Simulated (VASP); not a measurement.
# AlN (P2_1) in VASP: a series of runs, part 2 of 2

VASP 6.6.1. The steps go on from the part before.

## (5) Single point, PBEsol (atoms displaced along several vibrational modes)

INCAR reads:

```
SYSTEM = AlN
PREC = Accurate
ENCUT = 520
EDIFF = 1E-7
ISMEAR = 0
SIGMA = 0.05
LREAL = .False.
LASPH = .True.
NELM = 80
ALGO = Normal
ISIF = 2
LWAVE = .False.
LCHARG = .False.
GGA = PS
NBANDS = 26
```

KPOINTS reads:

```
Automatic mesh
0
Gamma
  8 8 8
  0 0 0
```

POSCAR reads:

```
AlN
1.0
   -3.1135599857      0.0000000000      0.0000000000
    0.0000000000      5.3928440876      0.0000000000
    1.5567799928     -2.6964220438     -4.9833504711
Al N
4 4
Direct
    1.0048952325      0.3373909551      0.9984850782
    0.5048952325      0.8373909551      0.9984850782
    0.2435898457      0.9110941231      0.4984850782
    0.7435898457      0.4110941231      0.4984850782
    0.8032096780      0.1519771472      0.6165193726
    0.3032096780      0.6519771472      0.6165193726
    0.0633096946      0.7145422254      0.1165193726
    0.5633096946      0.2145422254      0.1165193726
```

Potentials or basis: VASP PAW PBE potentials, release 64 (Al, N).

On the command line:

```console
$ cat potpaw_PBE.64/Al/POTCAR potpaw_PBE.64/N/POTCAR > POTCAR
$ mpirun -np 1 vasp_std > vasp.out
```

OUTCAR:

```text
SYSTEM = AlN
   PREC = Accurate
   ENCUT = 520
   EDIFF = 1E-7
   ISMEAR = 0
   LREAL = .False.
   LASPH = .True.
   NELM = 80
   ISIF = 2
   GGA = PS

 ion  position               nearest neighbor table
   1  0.005  0.337  0.998-   7 1.81   5 1.90   8 1.93   8 1.93   3 3.04   4 3.04   3 3.07   4 3.07
                             4 3.11   3 3.11   2 3.11   2 3.11   2 3.11   2 3.11
   2  0.505  0.837  0.998-   8 1.81   6 1.90   7 1.93   7 1.93   4 3.04   3 3.04   4 3.07   3 3.07
                             3 3.11   4 3.11   1 3.11   1 3.11   1 3.11   1 3.11
   3  0.244  0.911  0.498-   6 1.81   7 1.90   5 1.93   5 1.93   1 3.04   2 3.04   1 3.07   2 3.07
                             2 3.11   1 3.11   4 3.11   4 3.11   4 3.11   4 3.11
   4  0.744  0.411  0.498-   5 1.81   8 1.90   6 1.93   6 1.93   2 3.04   1 3.04   2 3.07   1 3.07
                             1 3.11   2 3.11   3 3.11   3 3.11   3 3.11   3 3.11
   5  0.803  0.152  0.617-   4 1.81   1 1.90   3 1.93   3 1.93
   6  0.303  0.652  0.617-   3 1.81   2 1.90   4 1.93   4 1.93
   7  0.063  0.715  0.117-   1 1.81   3 1.90   2 1.93   2 1.93
   8  0.563  0.215  0.117-   2 1.81   4 1.90   1 1.93   1 1.93

  LATTYP: Found a body centered orthorhombic cell.
 ALAT       =     3.1135599857
 B/A-ratio  =     1.7320508076
 C/A-ratio  =     3.2010627667

  Lattice vectors:

 A1 = (  -1.5567799928,   2.6964220438,   4.9833504711)
 A2 = (   1.5567799929,  -2.6964220438,   4.9833504711)
 A3 = (   1.5567799928,   2.6964220438,  -4.9833504711)

Analysis of symmetry for initial positions (statically):
=====================================================================
 Subroutine PRICEL returns following result:

  LATTYP: Found a hexagonal cell.
 ALAT       =     3.1135599857
 C/A-ratio  =     1.6005313834

  Lattice vectors:

 A1 = (   3.1135599857,  -0.0000000000,   0.0000000000)
 A2 = (  -1.5567799929,  -2.6964220438,   0.0000000000)
 A3 = (  -0.0000000000,   0.0000000000,  -4.9833504711)

[... 164 lines left out ...]
   LORBIT       =      0    0 simple, 1 ext, 2 COOP (PROOUT), +10 PAW based schemes
   GGA     = PS    functional components
   LHFCALC =     F    Hartree Fock is set to
   AEXX    =    0.0000 exact exchange contribution
   IVDW    =     0    specifies the selected vdW correction
   LEPSILON=     F    determine dielectric tensor
   LRPA    =     F    only Hartree local field effects (RPA)
 non-spin polarized calculation
 Gauss-broadening in eV      SIGMA  =   0.05
  energy-cutoff  :      520.00
  volume of cell :       83.68
 maximum number of plane-waves:      2272
   NGX = 11   NGY = 21   NGZ = 21

 number of electron      32.0000001 magnetization

 Free energy of the ion-electron system (eV)
  ---------------------------------------------------
  ext. energy  EPLUGINS =         0.00000000
  ---------------------------------------------------
  free energy    TOTEN  =       -62.40333103 eV

  energy without entropy =      -62.40333103  energy(sigma->0) =      -62.40333103

 E-fermi :   6.3217     XC(G=0): -11.0986

 val. band max:        6.0570782195   @ k =   0.0000   0.0000   0.0000
 cond. band min:      10.1471388268   @ k =   0.0000   0.0000   0.0000
 fundamental gap:      4.0900606074
 Fermi energy:         6.3217370323

 k-point     1 :       0.0000    0.0000    0.0000
  band No.  band energies     occupation
      1      -9.1156      2.00000
      2      -6.9358      2.00000
      3      -6.7328      2.00000
      4      -6.7328      2.00000
      5      -0.0034      2.00000
      6       0.2870      2.00000
[... 685 lines left out ...]
     25      17.0627      0.00000
     26      17.1029      0.00000

 [... further k-points ...]

------------------------ aborting loop because EDIFF is reached ----------------------------------------

  FORCE on cell =-STRESS in cart. coord.  units (eV):
  Direction    XX          YY          ZZ          XY          YZ          ZX
  --------------------------------------------------------------------------------------
  -------------------------------------------------------------------------------------
  Total       -2.9387721      4.3608437      0.2449214     -0.0604287      0.0000000      0.0000000
  in kB      -56.2703933     83.4996328      4.6896547     -1.1570633      0.0000000      0.0000000
  external PRESSURE =      10.6396314 kB  Pullay stress =       0.0000000 kB

 VOLUME and BASIS-vectors are now :
 -----------------------------------------------------------------------------
  energy-cutoff  :      520.00
  volume of cell :       83.68
      direct lattice vectors                 reciprocal lattice vectors
    -3.113559986  0.000000000  0.000000000    -0.321175762  0.000000000 -0.100334103
     0.000000000  5.392844088  0.000000000     0.000000000  0.185430912 -0.100334103
     1.556779993 -2.696422044 -4.983350471     0.000000000  0.000000000 -0.200668206

 POSITION                                       TOTAL-FORCE (eV/Angst)
 -----------------------------------------------------------------------------------
      1.53918     -0.87284     -4.97580         0.087944     -1.293574      0.116251
     -0.01760      1.82358     -4.97580         0.087944     -1.293574      0.116251
      0.01760      3.56926     -2.48413        -0.087944      1.293574      0.116251
     -1.53918      0.87284     -2.48413        -0.087944      1.293574      0.116251
     -1.54106     -0.84281     -3.07233        -0.046198     -1.436780     -0.116251
      0.01572      1.85361     -3.07233        -0.046198     -1.436780     -0.116251
     -0.01572      3.53923     -0.58066         0.046198      1.436780     -0.116251
     -1.57250      0.84281     -0.58066         0.046198      1.436780     -0.116251
 -----------------------------------------------------------------------------------
    total drift:                               -0.000002      0.000028      0.000765

  FREE ENERGIE OF THE ION-ELECTRON SYSTEM (eV)
  ---------------------------------------------------
  free  energy   TOTEN  =       -62.4033310332 eV

  energy  without entropy=      -62.4033310332  energy(sigma->0) =      -62.40333103
```

stdout:

```text
POSCAR found type information on POSCAR AlN
 POSCAR found :  2 types and       8 ions
 scaLAPACK will be used
 -----------------------------------------------------------------------------
|                                                                             |
|                                                                             |
|     You enforced a specific xc type in the INCAR file but a different       |
|     I HOPE YOU KNOW WHAT YOU ARE DOING!                                     |
|                                                                             |
 -----------------------------------------------------------------------------

 LDA part: xc-table for (Slater+PW92), standard interpolation
 POSCAR, INCAR and KPOINTS ok, starting setup
 FFT: planning ... GRIDC
 FFT: planning ... GRID_SOFT
 FFT: planning ... GRID
 WAVECAR not read
 entering main loop
```

Run time: 4.3 min. Hardware: 1 thread of Intel Xeon Platinum 8259CL at 2.50GHz (Skylake/Cascade Lake), shared host; peak memory 0.36 GiB.

What came out:

| Property | Result |
| --- | --- |
| Free energy | -62.4033 eV |
| Pressure | 1.1 GPa |
| Largest force | 1.442 eV/Å |
| Band gap on the k mesh | 4.09 eV |

Forces in eV/Å, atoms in the order of the input:
```
Al   0.088 -1.294  0.116
Al   0.088 -1.294  0.116
Al  -0.088  1.294  0.116
Al  -0.088  1.294  0.116
N   -0.046 -1.437 -0.116
N   -0.046 -1.437 -0.116
N    0.046  1.437 -0.116
N    0.046  1.437 -0.116
```

Caveat: the cell differs from its parent crystal (atoms displaced along several vibrational modes); the stress differs along the axes, from -6 to 8 GPa; the PAW data sets were made with another functional, which shifts forces and pressure a little.

## (6) Single point, PBEsol (atoms displaced along a vibrational mode)

INCAR reads:

```
  PREC = Accurate
  ENCUT = 520
  EDIFF = 1E-6
  ISMEAR = 0
  SIGMA = 0.05
  LREAL = False
  LASPH = True
  NELM = 100
  ALGO = Normal
  ISIF = 2
  LWAVE = False
  LCHARG = False
  GGA = PS
  NBANDS = 26
```

KPOINTS reads:

```
Automatic mesh
0
Gamma
  8 8 8
```

POSCAR reads:

```
AlN
1.0
   -3.1135599857      0.0000000000      0.0000000000
    0.0000000000      5.3928440876      0.0000000000
    1.5567799928     -2.6964220438     -4.9833504711
Al N
4 4
Direct
    1.0162030218      0.3325782749      0.9984898831
    0.5162030218      0.8325782749      0.9984898831
    0.2322868613      0.9159116082      0.4984898831
    0.7322868613      0.4159116082      0.4984898831
    0.7931050336      0.1415883918      0.6165101169
    0.2931050336      0.6415883918      0.6165101169
    0.0734050833      0.7249217251      0.1165101169
    0.5734050833      0.2249217251      0.1165101169
```

Potentials or basis: VASP PAW PBE potentials, release 64 (Al, N).

On the command line:

```console
$ cat potpaw_PBE.64/Al/POTCAR potpaw_PBE.64/N/POTCAR > POTCAR
$ mpirun -np 1 vasp_std > vasp.out
```

Run time: 4.5 min. Hardware: 1 thread of Intel Xeon Platinum 8259CL at 2.50GHz (Skylake/Cascade Lake), shared host; peak memory 0.36 GiB.

The run converged. Its results:

- Free energy: -62.5814 eV
- Pressure: -0.1 GPa
- Largest force: 0.291 eV/Å
- Band gap on the k mesh: 4.08 eV

Forces on the atoms (eV/Å):
```
Al   0.290  0.013  0.019
Al   0.290  0.013  0.019
Al  -0.290 -0.013  0.019
Al  -0.290 -0.013  0.019
N   -0.135  0.005 -0.019
N   -0.135  0.005 -0.019
N    0.135 -0.005 -0.019
N    0.135 -0.005 -0.019
```

Stress tensor (GPa, compression positive):
```
-0.22 -0.18  0.00
-0.18  0.05  0.00
 0.00  0.00  0.03
```

Levels at points of the mesh, in eV from the valence-band top:
| k point | band 14 | band 15 | band 16 | band 17 | band 18 | band 19 |
| --- | --- | --- | --- | --- | --- | --- |
| (0.00, 0.00, 0.00) | -0.32 | -0.16 | 0.00 | 4.08 | 5.14 | 5.14 |
| (0.50, 0.00, 0.00) | -2.09 | -0.90 | -0.90 | 6.00 | 6.00 | 7.14 |
| (0.00, 0.50, 0.00) | -0.70 | -0.60 | -0.60 | 5.88 | 5.88 | 7.23 |
| (0.50, 0.50, 0.00) | -1.30 | -1.30 | -0.70 | 5.08 | 5.08 | 5.37 |
| (0.50, 0.50, 0.50) | -1.42 | -1.42 | -0.75 | 5.22 | 5.22 | 5.57 |
| (0.00, 0.00, 0.50) | -0.60 | -0.55 | -0.55 | 5.65 | 5.65 | 6.33 |

Caveat: the cell differs from its parent crystal (atoms displaced along a vibrational mode); the PAW data sets were made with another functional, which shifts forces and pressure a little.

## (7) Summary

```csv
cell,gap on the mesh (eV),pressure (GPa),largest force (eV/Å)
"as given, atomic positions A",4.06,1.0,1.45
"as given, atomic positions B",4.06,0.8,1.09
"as given, atomic positions C",4.07,0.1,0.68
"as given, atomic positions D",4.09,1.1,1.44
"as given, atomic positions E",4.08,-0.1,0.29
```

Alike in all rows: task single point; level PBEsol; potentials or basis VASP PAW PBE potentials, release 64 (Al, N); no spin polarisation; k mesh 8 × 8 × 8; cutoff (eV) 520; smearing gaussian 0.05 eV.

Caveats: the PAW data sets were made with another functional, which shifts forces and pressure a little; the stress differs along the axes, from -6 to 8 GPa (at least some runs); the stress differs along the axes, from -5 to 7 GPa (at least some runs); the stress differs along the axes, from -3 to 4 GPa (at least some runs).

Total energies depend on the potentials used, so only differences within one code and one set of settings carry meaning.
